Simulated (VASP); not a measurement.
# ScAl3N3 (I4mm) in VASP: single point with PBE

Aim: the single point of ScAl3N3 with PBE.

All numbers are computed with VASP 6.6.1; they aren't measurements. Logs are shortened: lines on timing, memory, paths and dates and some standing lists are left out, and cuts for length are marked.

**1. The cell of the first run**

Symmetry: I4mm, No. 107, tetragonal system. Conventional cell: a = 4.341 Å, b = 4.341 Å, c = 7.928 Å, α = 90.00°, β = 90.00°, γ = 90.00°. Sc (site symmetry 4mm) has 5 N at 2.17 to 2.20 Å and 12 Al at 2.87 to 3.07 Å within 3.1 Å. Al (site symmetry 2mm) has 4 N at 1.97 to 2.17 Å within 2.6 Å. Within 2.6 Å of Al (site symmetry 4mm) lie 5 N at 1.93 to 2.17 Å. Within 2.6 Å of N (site symmetry 4mm) lie 5 Al at 1.93 to 2.17 Å and 1 Sc at 2.20 Å. Within 2.6 Å of N (site symmetry 2mm) lie 4 Al at 1.97 to 2.17 Å and 2 Sc at 2.17 Å.

The cell was generated, and may not be a known phase.

**2. Single point, PBE**

File INCAR:

```
SYSTEM = ScAl3N3
PREC = Accurate ; ENCUT = 600
EDIFF = 1E-6 ; ISMEAR = 0
SIGMA = 0.1 ; LREAL = .False.
LASPH = .True. ; NELM = 120
ALGO = Normal ; ISIF = 2
LWAVE = .False. ; LCHARG = .False.
GGA = PE ; NBANDS = 26
GGA_COMPAT = .False.
```

File KPOINTS:

```
regular mesh
0
Gamma
  6 6 6
  0 0 0
```

File POSCAR:

```
ScAl3N3
1.0
   -2.1706986596      2.1706986596      3.9640617258
    2.1706986596     -2.1706986596      3.9640617258
    2.1706986596      2.1706986596     -3.9640617258
Sc Al N
1 3 3
Direct
    0.6979946270      0.6979946270      0.0000000000
    0.9605904050      0.4605904050      0.5000000000
    0.4605904050      0.9605904050      0.5000000000
    0.2191310447      0.2191310447      0.0000000000
    0.9759027996      0.9759027996      0.0000000000
    0.7127330693      0.2127330693      0.5000000000
    0.2127330693      0.7127330693      0.5000000000
```

Potentials or basis: VASP PAW PBE potentials, release 64 (Sc_sv, Al, N).

On the command line:

```sh
cat potpaw_PBE.64/Sc_sv/POTCAR potpaw_PBE.64/Al/POTCAR potpaw_PBE.64/N/POTCAR > POTCAR
mpirun -np 1 vasp_std > vasp.out
```

OUTCAR:

```text
SYSTEM = ScAl3N3
   PREC = Accurate
   ENCUT = 600
   EDIFF = 1E-6
   ISMEAR = 0
   LREAL = .False.
   LASPH = .True.
   NELM = 120
   ISIF = 2
   GGA = PE

 ion  position               nearest neighbor table
   1  0.698  0.698  0.000-   7 2.17   6 2.17   6 2.17   7 2.17   5 2.20   3 2.87   2 2.87   3 2.87
                             2 2.87   3 3.01   2 3.01   2 3.01   3 3.01   4 3.07   4 3.07   4 3.07
   2  0.961  0.461  0.500-   6 1.97   7 2.00   5 2.17   5 2.17   1 2.87   1 2.87   4 2.89   4 2.89
                             4 2.99   4 2.99   1 3.01   1 3.01   3 3.07   3 3.07   3 3.07   3 3.07
   3  0.461  0.961  0.500-   7 1.97   6 2.00   5 2.17   5 2.17   1 2.87   1 2.87   4 2.89   4 2.89
                             4 2.99   4 2.99   1 3.01   1 3.01   2 3.07   2 3.07   2 3.07   2 3.07
   4  0.219  0.219  0.000-   5 1.93   6 2.17   7 2.17   7 2.17   6 2.17   2 2.89   3 2.89   3 2.89
                             2 2.89   3 2.99   2 2.99   3 2.99   2 2.99   1 3.07   1 3.07   1 3.07
   5  0.976  0.976  0.000-   4 1.93   3 2.17   2 2.17   2 2.17   3 2.17   1 2.20
   6  0.713  0.213  0.500-   2 1.97   3 2.00   4 2.17   4 2.17   1 2.17   1 2.17
   7  0.213  0.713  0.500-   3 1.97   2 2.00   4 2.17   4 2.17   1 2.17   1 2.17

  LATTYP: Found a body centered tetragonal cell.
 ALAT       =     4.3413973192
 C/A-ratio  =     1.8261685970

  Lattice vectors:

 A1 = (  -2.1706986596,   2.1706986596,   3.9640617258)
 A2 = (   2.1706986596,  -2.1706986596,   3.9640617258)
 A3 = (   2.1706986596,   2.1706986596,  -3.9640617258)

Analysis of symmetry for initial positions (statically):
=====================================================================
 Subroutine PRICEL returns:
 Original cell was already a primitive cell.

 Routine SETGRP: Setting up the symmetry group for a
 body centered tetragonal supercell.

 Subroutine GETGRP returns: Found  8 space group operations
 (whereof  8 operations were pure point group operations)
 out of a pool of 16 trial point group operations.

The static configuration has the point symmetry C_4v.

Analysis of symmetry for dynamics (positions and initial velocities):
=====================================================================
 Subroutine PRICEL returns:
 Original cell was already a primitive cell.

 Routine SETGRP: Setting up the symmetry group for a
 body centered tetragonal supercell.

 Subroutine GETGRP returns: Found  8 space group operations
 (whereof  8 operations were pure point group operations)
 out of a pool of 16 trial point group operations.

The dynamic configuration has the point symmetry C_4v.

 Subroutine INISYM returns: Found  8 space group operations
 (whereof  8 operations are pure point group operations),
 and found     1 'primitive' translations

----------------------------------------------------------------------------------------

                                     Primitive cell

  volume of cell :      74.7136

  direct lattice vectors                    reciprocal lattice vectors
    -2.170698660  2.170698660  3.964061726     0.000000000  0.230340585  0.126133253
     2.170698660 -2.170698660  3.964061726     0.230340585  0.000000000  0.126133253
     2.170698660  2.170698660 -3.964061726     0.230340585  0.230340585  0.000000000

  length of vectors
     5.013746175  5.013746175  5.013746175     0.262614514  0.262614514  0.325750780

  position of ions in fractional coordinates (direct lattice)
     0.697994627  0.697994627  0.000000000
     0.960590405  0.460590405  0.500000000
     0.460590405  0.960590405  0.500000000
     0.219131045  0.219131045  0.000000000
     0.975902800  0.975902800  0.000000000
     0.712733069  0.212733069  0.500000000
     0.212733069  0.712733069  0.500000000

  ion indices of the primitive-cell ions
   primitive index   ion index
                 1           1
                 2           2
                 3           3
                 4           4
                 5           5
                 6           6
                 7           7

----------------------------------------------------------------------------------------

 KPOINTS: regular mesh

Automatic generation of k-mesh.
 Grid dimensions read from file:
 generate k-points for:    6    6    6

 Generating k-lattice:

  Cartesian coordinates                     Fractional coordinates (reciprocal lattice)
     0.000000000  0.038390098  0.021022209     0.166666667  0.000000000  0.000000000
     0.038390098  0.000000000  0.021022209     0.000000000  0.166666667  0.000000000
     0.038390098  0.038390098  0.000000000     0.000000000  0.000000000  0.166666667

  Length of vectors
     0.043769086  0.043769086  0.054291797

  Shift w.r.t. Gamma in fractional coordinates (k-lattice)
     0.000000000  0.000000000  0.000000000

 Subroutine IBZKPT returns following result:
 ===========================================

 Found     30 irreducible k-points:

 Following reciprocal coordinates:
            Coordinates               Weight
  0.000000  0.000000  0.000000      1.000000
  0.166667  0.000000 -0.000000      8.000000
  0.333333  0.000000  0.000000      8.000000
  0.500000 -0.000000  0.000000      4.000000
  0.166667  0.166667 -0.000000      8.000000
  0.333333  0.166667  0.000000     16.000000
[... 16 lines left out ...]
 -0.333333 -0.333333  0.166667      8.000000
 -0.166667 -0.333333  0.166667      8.000000
 [... further k-points ...]
   k-points           NKPTS =     30   k-points in BZ     NKDIM =     30   number of bands    NBANDS=     26
   number of dos      NEDOS =    301   number of ions     NIONS =      7
   total plane-waves  NPLWV =  64000
   dimension x,y,z NGX =    40 NGY =   40 NGZ =   40
   dimension x,y,z NGXF=    80 NGYF=   80 NGZF=   80
   ions per type =               1   3   3
   NGX,Y,Z   is equivalent  to a cutoff of  13.26, 13.26, 13.26 a.u.
   NGXF,Y,Z  is equivalent  to a cutoff of  26.53, 26.53, 26.53 a.u.
 SYSTEM =  ScAl3N3
   PREC   = accura    normal or accurate (medium, high low for compatibility)
   ISTART =      0    job   : 0-new  1-cont  2-samecut
   ICHARG =      2    charge: 1-file 2-atom 10-const
   ISPIN  =      1    spin polarized calculation?
   LNONCOLLINEAR =      F non collinear calculations
   LSORBIT =      F    spin-orbit coupling
   LASPH  =      T    aspherical Exc in radial PAW
   ENCUT  =  600.0 eV  44.10 Ry    6.64 a.u.  10.01 10.01 10.01*2*pi/ulx,y,z
   NELM   =    120;   NELMIN=  2; NELMDL= -5     # of ELM steps
   EDIFF  = 0.1E-05   stopping-criterion for ELM
   LREAL  =      F    real-space projection
   EDIFFG = 0.1E-04   stopping-criterion for IOM
   NSW    =      0    number of steps for IOM
   IBRION =     -1    ionic relax: 0-MD 1-quasi-New 2-CG
   NFREE  =      0    steps in history (QN), initial steepest desc. (CG)
   ISIF   =      2    stress and relaxation
   ISYM   =      2    0-nonsym 1-usesym 2-fastsym
   POTIM  = 0.5000    time-step for ionic-motion
   TEBEG  =    0.0;   TEEND  =   0.0 temperature during run
   PSTRESS=    0.0 pullay stress
   NELECT =      35.0000    total number of electrons
   NUPDOWN=      -1.0000    fix difference up-down
   EMIN   =  10.00;   EMAX   =-10.00  energy-range for DOS
   EFERMI =   0.00;   METHOD = LEGACY
   ISMEAR =     0;   SIGMA  =   0.10  broadening in eV -4-tet -1-fermi 0-gaus
   EFERMI_NEDOS =   21; number of points for ismear=-14 and -15
   IALGO  =     38    algorithm
   IMIX   =      4    mixing-type and parameters
     AMIX     =   0.40;   BMIX     =  1.00
     AMIX_MAG =   1.60;   BMIX_MAG =  1.00
  volume/ion in A,a.u.               =      10.67        72.03
  Fermi-wavevector in a.u.,A,eV,Ry     =   1.271445  2.402683 21.994814  1.616573
  Thomas-Fermi vector in A             =   2.404378
   LORBIT       =      0    0 simple, 1 ext, 2 COOP (PROOUT), +10 PAW based schemes
   GGA     = PE    functional components
   LHFCALC =     F    Hartree Fock is set to
   AEXX    =    0.0000 exact exchange contribution
   IVDW    =     0    specifies the selected vdW correction
   LEPSILON=     F    determine dielectric tensor
   LRPA    =     F    only Hartree local field effects (RPA)
 non-spin polarized calculation
 Gauss-broadening in eV      SIGMA  =   0.10
  energy-cutoff  :      600.00
  volume of cell :       74.71
 maximum number of plane-waves:      2544
   NGX = 21   NGY = 21   NGZ = 21

 number of electron      34.9999999 magnetization

 Free energy of the ion-electron system (eV)
  ---------------------------------------------------
  ext. energy  EPLUGINS =         0.00000000
  ---------------------------------------------------
  free energy    TOTEN  =       -48.33613496 eV

  energy without entropy =      -48.32388087  energy(sigma->0) =      -48.33000792

 E-fermi :   9.6452     XC(G=0): -11.5721

 val. band max:        9.5658715538   @ k =   0.3333   0.1667   0.0000
 cond. band min:       9.6464574056   @ k =   0.0000   0.0000   0.0000
 fundamental gap:      0.0805858518
 Fermi energy:         9.6452051221

 k-point     1 :       0.0000    0.0000    0.0000
  band No.  band energies     occupation
      1     -39.8646      2.00000
      2     -18.6725      2.00000
      3     -18.6725      2.00000
      4     -18.5983      2.00000
      5      -8.2766      2.00000
      6      -6.0400      2.00000
[... 18 lines left out ...]
     25      14.0325      0.00000
     26      14.9136      0.00000

 k-point     2 :       0.1667    0.0000   -0.0000
  band No.  band energies     occupation
      1     -39.8643      2.00000
      2     -18.6902      2.00000
      3     -18.6720      2.00000
      4     -18.5991      2.00000
      5      -8.0842      2.00000
      6      -6.0665      2.00000
[... 18 lines left out ...]
     25      14.0559      0.00000
[... 608 lines left out ...]
     25      14.2560      0.00000
     26      14.3971      0.00000

 k-point    24 :      -0.1667   -0.3333    0.1667
  band No.  band energies     occupation
      1     -39.8642      2.00000
      2     -18.6910      2.00000
      3     -18.6728      2.00000
      4     -18.6046      2.00000
      5      -7.8031      2.00000
      6      -6.1689      2.00000
[... 18 lines left out ...]
     25      13.7145      0.00000
     26      14.4985      0.00000

 [... further k-points ...]

------------------------ aborting loop because EDIFF is reached ----------------------------------------

  FORCE on cell =-STRESS in cart. coord.  units (eV):
  Direction    XX          YY          ZZ          XY          YZ          ZX
  --------------------------------------------------------------------------------------
  -------------------------------------------------------------------------------------
  Total        0.3862596      0.3862596      0.5888016      0.0000000     -0.0000000      0.0000000
  in kB        8.2830519      8.2830519     12.6264166      0.0000000     -0.0000000      0.0000000
  external PRESSURE =       9.7308402 kB  Pullay stress =       0.0000000 kB

 VOLUME and BASIS-vectors are now :
 -----------------------------------------------------------------------------
  energy-cutoff  :      600.00
  volume of cell :       74.71
      direct lattice vectors                 reciprocal lattice vectors
    -2.170698660  2.170698660  3.964061726     0.000000000  0.230340585  0.126133253
     2.170698660 -2.170698660  3.964061726     0.230340585  0.000000000  0.126133253
     2.170698660  2.170698660 -3.964061726     0.230340585  0.230340585  0.000000000

 POSITION                                       TOTAL-FORCE (eV/Angst)
 -----------------------------------------------------------------------------------
      0.00000      0.00000      5.53379         0.000000      0.000000      0.033081
      0.00000      2.17070      3.65162        -0.000000      0.000000     -0.006630
      2.17070      0.00000      3.65162         0.000000     -0.000000     -0.006630
      0.00000      0.00000      1.73730        -0.000000     -0.000000      0.038350
      0.00000      0.00000      7.73708         0.000000      0.000000     -0.035504
      0.00000      2.17070      1.68657        -0.000000     -0.000000     -0.011334
      2.17070      0.00000      1.68657        -0.000000     -0.000000     -0.011334
 -----------------------------------------------------------------------------------
    total drift:                               -0.000000     -0.000000     -0.000455

  FREE ENERGIE OF THE ION-ELECTRON SYSTEM (eV)
  ---------------------------------------------------
  free  energy   TOTEN  =       -48.3361349625 eV

  energy  without entropy=      -48.3238808701  energy(sigma->0) =      -48.33000792
```

Wall time 2.1 min (1 thread of Intel Xeon 8259CL, shared host); peak memory 0.28 GiB.

Results:

```yaml
Free_energy: -48.3361 eV
Pressure: 1.0 GPa
Largest_force: 0.038 eV/Å
Band_gap_on_the_k_mesh: zero (an odd number of electrons rules out a gap without spin polarisation)
```

Forces in eV/Å, atoms in the order of the input:
```
Sc   0.000  0.000  0.033
Al   0.000  0.000 -0.007
Al   0.000  0.000 -0.007
Al   0.000  0.000  0.038
N    0.000  0.000 -0.036
N    0.000  0.000 -0.011
N    0.000  0.000 -0.011
```

Stress tensor (GPa, compression positive):
```
0.83 0.00 0.00
0.00 0.83 0.00
0.00 0.00 1.26
```

Levels at points of the mesh, in eV from the Fermi level:
| k point | band 13 | band 14 | band 15 | band 16 | band 17 | band 18 | band 19 | band 20 | band 21 | band 22 |
| --- | --- | --- | --- | --- | --- | --- | --- | --- | --- | --- |
| (0.00, 0.00, 0.00) | -6.03 | -4.44 | -4.19 | -3.13 | -3.13 | 0.00 | 0.84 | 0.84 | 1.51 | 3.63 |
| (0.50, 0.00, 0.00) | -5.24 | -4.33 | -3.68 | -3.49 | -1.83 | -0.63 | 0.36 | 2.29 | 2.55 | 3.05 |
| (0.50, 0.50, 0.00) | -4.99 | -4.75 | -3.66 | -3.29 | -2.96 | 0.94 | 2.22 | 2.28 | 3.50 | 3.53 |
| (0.50, 0.50, 0.50) | -4.01 | -4.01 | -2.95 | -2.95 | -2.00 | 0.16 | 0.16 | 0.54 | 1.74 | 1.74 |

The gap in the log of VASP goes by the Fermi energy; the results here count the filled bands.